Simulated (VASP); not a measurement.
A run of VASP 6.6.1 is set up as follows.

File INCAR:

```
SYSTEM = HgTe
PREC = Accurate
ENCUT = 520
EDIFF = 1E-7
ISMEAR = 0
SIGMA = 0.15
LREAL = .FALSE.
LASPH = .TRUE.
NELM = 60
ALGO = Normal
ISIF = 2
LWAVE = .FALSE.
LCHARG = .FALSE.
GGA = PE
NBANDS = 16
```

File KPOINTS:

```
regular mesh
0
G
  14 14 14
  0 0 0
```

Contents of POSCAR:

```
HgTe
1.0
    0.0000000000      2.8159866281      4.2239799421
    2.8159866281      0.0000000000      4.2239799421
    2.8159866281      2.8159866281      0.0000000000
Hg Te
1 1
Direct
    0.0000000000      0.0000000000      0.0000000000
    0.7500000000      0.7500000000      0.7500000000
```

Potentials or basis: VASP PAW PBE potentials, release 64 (Hg, Te).

Command:

```console
$ cat potpaw_PBE.64/Hg/POTCAR potpaw_PBE.64/Te/POTCAR > POTCAR
$ mpirun -np 1 vasp_std > vasp.out
```

(1) Predict the band gap on the k mesh.

(2) Predict the pressure.

Answers

(1) zero (bands 9 and 10 overlap by 0.26 eV).

(2) 2.0 GPa.

Caveat: the stress differs along the axes, from -3 to 5 GPa; semilocal functionals underestimate gaps, and a narrow one can read as zero; spin-orbit coupling is left out, which moves the levels of the heavy elements.
